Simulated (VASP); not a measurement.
# In (Fd-3m) in VASP: a series of runs

The runs below take In through single point, with LDA.

All numbers are computed with VASP 6.6.1; they aren't measurements. Logs are shortened: lines on timing, memory, paths and dates and some standing lists are left out, and cuts for length are marked.

### Step 1. The cell of the first run

Symmetry: Fd-3m, No. 227, cubic system. The conventional cell has a = 4.762 Å, b = 4.762 Å, c = 4.762 Å, α = 90.00°, β = 90.00°, γ = 90.00°. In (site symmetry -43m) has 4 In at 2.06 Å within 2.7 Å.

This isn't the form of In at room conditions, which is tetragonal.

### Step 2. Single point, LDA (13.50 Å³/atom)

INCAR reads:

```
SYSTEM = In
  ALGO = Normal
  EDIFF = 1E-7
  ENCUT = 520
  ISIF = 2
  ISMEAR = -1
  LASPH = .TRUE.
  LCHARG = .TRUE.
  LELF = .TRUE.
  LREAL = .FALSE.
  LVHAR = .TRUE.
  LWAVE = .FALSE.
  NBANDS = 20
  NELM = 80
  PREC = Accurate
  SIGMA = 0.05
```

KPOINTS reads:

```
k-points
0
G
  12 12 12
  0 0 0
```

POSCAR reads:

```
In
1.0
    0.0000000000      2.3808563258      2.3808563258
    2.3808563258      0.0000000000      2.3808563258
    2.3808563258      2.3808563258      0.0000000000
In
2
Direct
   -0.1250000000     -0.1250000000     -0.1250000000
    0.1250000000      0.1250000000      0.1250000000
```

Potentials or basis: VASP PAW LDA potentials, release 64 (In_d).

Launch:

```console
$ cat potpaw_LDA.64/In_d/POTCAR > POTCAR
$ mpirun -np 1 vasp_std > vasp.out
```

OUTCAR:

```text
SYSTEM = In
   EDIFF = 1E-7
   ENCUT = 520
   ISIF = 2
   ISMEAR = -1
   LASPH = .TRUE.
   LREAL = .FALSE.
   NELM = 80
   PREC = Accurate

 ion  position               nearest neighbor table
   1  0.875  0.875  0.875-   2 2.06   2 2.06   2 2.06   2 2.06   2 3.95   2 3.95   2 3.95   2 3.95
                             2 3.95   2 3.95   2 3.95   2 3.95   2 3.95   2 3.95   2 3.95   2 3.95
   2  0.125  0.125  0.125-   1 2.06   1 2.06   1 2.06   1 2.06   1 3.95   1 3.95   1 3.95   1 3.95
                             1 3.95   1 3.95   1 3.95   1 3.95   1 3.95   1 3.95   1 3.95   1 3.95

  LATTYP: Found a face centered cubic cell.
 ALAT       =     4.7617126516

  Lattice vectors:

 A1 = (   0.0000000000,   2.3808563258,   2.3808563258)
 A2 = (   2.3808563258,   0.0000000000,   2.3808563258)
 A3 = (   2.3808563258,   2.3808563258,   0.0000000000)

Analysis of symmetry for initial positions (statically):
=====================================================================
 Subroutine PRICEL returns:
 Original cell was already a primitive cell.

 Routine SETGRP: Setting up the symmetry group for a
 face centered cubic supercell.

 Subroutine GETGRP returns: Found 48 space group operations
 (whereof 12 operations were pure point group operations)
 out of a pool of 48 trial point group operations.

The static configuration has the point symmetry D_3d.
 The point group associated with its full space group is O_h .

Analysis of symmetry for dynamics (positions and initial velocities):
=====================================================================
 Subroutine PRICEL returns:
 Original cell was already a primitive cell.

 Routine SETGRP: Setting up the symmetry group for a
 face centered cubic supercell.

 Subroutine GETGRP returns: Found 48 space group operations
 (whereof 12 operations were pure point group operations)
 out of a pool of 48 trial point group operations.

The dynamic configuration has the point symmetry D_3d.
 The point group associated with its full space group is O_h .

 Subroutine INISYM returns: Found 48 space group operations
 (whereof 12 operations are pure point group operations),
 and found     1 'primitive' translations

----------------------------------------------------------------------------------------

                                     Primitive cell

  volume of cell :      26.9917

  direct lattice vectors                    reciprocal lattice vectors
     0.000000000  2.380856326  2.380856326    -0.210008472  0.210008472  0.210008472
     2.380856326  0.000000000  2.380856326     0.210008472 -0.210008472  0.210008472
     2.380856326  2.380856326  0.000000000     0.210008472  0.210008472 -0.210008472

  length of vectors
     3.367039306  3.367039306  3.367039306     0.363745344  0.363745344  0.363745344

  position of ions in fractional coordinates (direct lattice)
     0.875000000  0.875000000  0.875000000
     0.125000000  0.125000000  0.125000000

  ion indices of the primitive-cell ions
   primitive index   ion index
                 1           1
                 2           2

----------------------------------------------------------------------------------------

 KPOINTS: k-points

Automatic generation of k-mesh.
 Grid dimensions read from file:
 generate k-points for:   12   12   12

 Generating k-lattice:

  Cartesian coordinates                     Fractional coordinates (reciprocal lattice)
    -0.017500706  0.017500706  0.017500706     0.083333333  0.000000000  0.000000000
     0.017500706 -0.017500706  0.017500706     0.000000000  0.083333333  0.000000000
     0.017500706  0.017500706 -0.017500706     0.000000000  0.000000000  0.083333333

  Length of vectors
     0.030312112  0.030312112  0.030312112

  Shift w.r.t. Gamma in fractional coordinates (k-lattice)
     0.000000000  0.000000000  0.000000000

 Subroutine IBZKPT returns following result:
 ===========================================

 Found     72 irreducible k-points:

 Following reciprocal coordinates:
            Coordinates               Weight
  0.000000  0.000000  0.000000      1.000000
  0.083333  0.000000  0.000000      8.000000
  0.166667  0.000000  0.000000      8.000000
  0.250000  0.000000  0.000000      8.000000
  0.333333  0.000000  0.000000      8.000000
  0.416667  0.000000  0.000000      8.000000
[... 16 lines left out ...]
  0.500000  0.166667  0.000000     24.000000
 -0.416667  0.166667  0.000000     24.000000
 [... further k-points ...]
   k-points           NKPTS =     72   k-points in BZ     NKDIM =     72   number of bands    NBANDS=     20
   number of dos      NEDOS =    301   number of ions     NIONS =      2
   total plane-waves  NPLWV =  21952
   dimension x,y,z NGX =    28 NGY =   28 NGZ =   28
   dimension x,y,z NGXF=    56 NGYF=   56 NGZF=   56
   ions per type =               2
   NGX,Y,Z   is equivalent  to a cutoff of  13.82, 13.82, 13.82 a.u.
   NGXF,Y,Z  is equivalent  to a cutoff of  27.65, 27.65, 27.65 a.u.
 SYSTEM =  In
   PREC   = accura    normal or accurate (medium, high low for compatibility)
   ISTART =      0    job   : 0-new  1-cont  2-samecut
   ICHARG =      2    charge: 1-file 2-atom 10-const
   ISPIN  =      1    spin polarized calculation?
   LNONCOLLINEAR =      F non collinear calculations
   LSORBIT =      F    spin-orbit coupling
   LASPH  =      T    aspherical Exc in radial PAW
   ENCUT  =  520.0 eV  38.22 Ry    6.18 a.u.   6.26  6.26  6.26*2*pi/ulx,y,z
   NELM   =     80;   NELMIN=  2; NELMDL= -5     # of ELM steps
   EDIFF  = 0.1E-06   stopping-criterion for ELM
   LREAL  =      F    real-space projection
   EDIFFG = 0.1E-05   stopping-criterion for IOM
   NSW    =      0    number of steps for IOM
   IBRION =     -1    ionic relax: 0-MD 1-quasi-New 2-CG
   NFREE  =      0    steps in history (QN), initial steepest desc. (CG)
   ISIF   =      2    stress and relaxation
   ISYM   =      2    0-nonsym 1-usesym 2-fastsym
   POTIM  = 0.5000    time-step for ionic-motion
   TEBEG  =    0.0;   TEEND  =   0.0 temperature during run
   PSTRESS=    0.0 pullay stress
   NELECT =      26.0000    total number of electrons
   NUPDOWN=      -1.0000    fix difference up-down
   EMIN   =  10.00;   EMAX   =-10.00  energy-range for DOS
   EFERMI =   0.00;   METHOD = LEGACY
   ISMEAR =    -1;   SIGMA  =   0.05  broadening in eV -4-tet -1-fermi 0-gaus
   EFERMI_NEDOS =   21; number of points for ismear=-14 and -15
   IALGO  =     38    algorithm
   IMIX   =      4    mixing-type and parameters
     AMIX     =   0.40;   BMIX     =  1.00
     AMIX_MAG =   1.60;   BMIX_MAG =  1.00
  volume/ion in A,a.u.               =      13.50        91.07
  Fermi-wavevector in a.u.,A,eV,Ry     =   1.616799  3.055308 35.566170  2.614040
  Thomas-Fermi vector in A             =   2.711327
   LORBIT       =      0    0 simple, 1 ext, 2 COOP (PROOUT), +10 PAW based schemes
   GGA     = CA    functional components
   LHFCALC =     F    Hartree Fock is set to
   AEXX    =    0.0000 exact exchange contribution
   IVDW    =     0    specifies the selected vdW correction
   LEPSILON=     F    determine dielectric tensor
   LRPA    =     F    only Hartree local field effects (RPA)
 non-spin polarized calculation
  energy-cutoff  :      520.00
  volume of cell :       26.99
 maximum number of plane-waves:       745
 NGX is ok and might be reduce to    28
   NGX = 13   NGY = 13   NGZ = 13

 number of electron      26.0000000 magnetization

 Free energy of the ion-electron system (eV)
  ---------------------------------------------------
  ext. energy  EPLUGINS =         0.00000000
  ---------------------------------------------------
  free energy    TOTEN  =         9.46910812 eV

  energy without entropy =        9.47410677  energy(sigma->0) =        9.47160745

 E-fermi :  18.0675     XC(G=0): -13.8357

 val. band max:       18.0188041963   @ k =   0.3333   0.2500   0.0000
 cond. band min:      18.0813203882   @ k =   0.5000   0.2500   0.0833
 fundamental gap:      0.0625161919
 Fermi energy:        18.0674513797

 k-point     1 :       0.0000    0.0000    0.0000
  band No.  band energies     occupation
      1      -1.6299      2.00000
      2      -1.6299      2.00000
      3      -1.5893      2.00000
      4      -1.5893      2.00000
      5      -1.5893      2.00000
      6       1.5377      2.00000
[... 12 lines left out ...]
     19      27.4448      0.00000
     20      28.8019      0.00000

 k-point     2 :       0.0833    0.0000    0.0000
  band No.  band energies     occupation
      1      -1.8039      2.00000
      2      -1.8039      2.00000
      3      -1.5879      2.00000
      4      -1.3830      2.00000
      5      -1.3830      2.00000
      6       1.4346      2.00000
[... 12 lines left out ...]
     19      28.5622      0.00000
     20      28.5658      0.00000

 k-point     3 :       0.1667    0.0000    0.0000
  band No.  band energies     occupation
      1      -1.9338      2.00000
      2      -1.9338      2.00000
      3      -1.5883      2.00000
      4      -1.1755      2.00000
      5      -1.1755      2.00000
      6       1.2354      2.00000
[... 12 lines left out ...]
     19      28.4125      0.00000
     20      28.4125      0.00000

 k-point     4 :       0.2500    0.0000    0.0000
  band No.  band energies     occupation
      1      -1.9891      2.00000
      2      -1.9891      2.00000
      3      -1.5965      2.00000
      4      -1.0455      2.00000
      5      -1.0455      2.00000
      6       1.0137      2.00000
[... 12 lines left out ...]
     19      29.7191      0.00000
     20      29.7191      0.00000

 k-point     5 :       0.3333    0.0000    0.0000
  band No.  band energies     occupation
      1      -1.9760      2.00000
      2      -1.9760      2.00000
      3      -1.6109      2.00000
      4      -1.0261      2.00000
      5      -1.0261      2.00000
      6       0.8108      2.00000
[... 12 lines left out ...]
     19      31.0728      0.00000
     20      31.0728      0.00000
[... 353 lines left out ...]
      6       0.2542      2.00000
[... 12 lines left out ...]
     19      31.1041      0.00000
     20      32.5925      0.00000

 k-point    22 :       0.4167    0.1667    0.0000
  band No.  band energies     occupation
      1      -2.2854      2.00000
      2      -1.8695      2.00000
      3      -1.6516      2.00000
      4      -0.9219      2.00000
      5      -0.4437      2.00000
      6       0.2654      2.00000
[... 12 lines left out ...]
     19      31.0356      0.00000
     20      33.2772      0.00000

 k-point    23 :       0.5000    0.1667    0.0000
  band No.  band energies     occupation
      1      -2.2974      2.00000
      2      -1.9531      2.00000
      3      -1.5393      2.00000
      4      -0.7923      2.00000
      5      -0.5929      2.00000
      6       0.3333      2.00000
[... 12 lines left out ...]
     19      31.1742      0.00000
     20      33.3022      0.00000

 k-point    24 :      -0.4167    0.1667    0.0000
  band No.  band energies     occupation
      1      -2.2705      2.00000
      2      -2.0585      2.00000
      3      -1.4015      2.00000
      4      -0.8191      2.00000
      5      -0.6408      2.00000
      6       0.4270      2.00000
[... 12 lines left out ...]
     19      31.9084      0.00000
     20      32.2868      0.00000

 [... further k-points ...]
[... 5 lines left out ...]
  --------------------------------------------------------------------------------------
  -------------------------------------------------------------------------------------
  Total       48.7567159     48.7567159     48.7567159      0.0000000      0.0000000     -0.0000000
  in kB     2894.1128865   2894.1128865   2894.1128865      0.0000000      0.0000000     -0.0000000
  external PRESSURE =    2894.1128865 kB  Pullay stress =       0.0000000 kB

 VOLUME and BASIS-vectors are now :
 -----------------------------------------------------------------------------
  energy-cutoff  :      520.00
  volume of cell :       26.99
      direct lattice vectors                 reciprocal lattice vectors
     0.000000000  2.380856326  2.380856326    -0.210008472  0.210008472  0.210008472
     2.380856326  0.000000000  2.380856326     0.210008472 -0.210008472  0.210008472
     2.380856326  2.380856326  0.000000000     0.210008472  0.210008472 -0.210008472

 POSITION                                       TOTAL-FORCE (eV/Angst)
 -----------------------------------------------------------------------------------
      4.16650      4.16650      4.16650         0.000000      0.000000      0.000000
      0.59521      0.59521      0.59521        -0.000000     -0.000000     -0.000000
 -----------------------------------------------------------------------------------
    total drift:                                0.000000     -0.000000     -0.000000

  FREE ENERGIE OF THE ION-ELECTRON SYSTEM (eV)
  ---------------------------------------------------
  free  energy   TOTEN  =         9.4691081181 eV

  energy  without entropy=        9.4741067734  energy(sigma->0) =        9.47160745
```

It took 55 s on 1 thread of Intel Xeon 8259CL, shared host; peak memory 0.16 GiB.

What came out:

| Property | Result |
| --- | --- |
| Free energy | 9.4691 eV |
| Pressure | 289.4 GPa |
| Band gap on the k mesh | zero (bands 13 and 14 overlap by 11.85 eV) |

Caveat: the cell stands under pressure; spin-orbit coupling is left out, which moves the levels of the heavy elements.

[end of part 1 of 2]
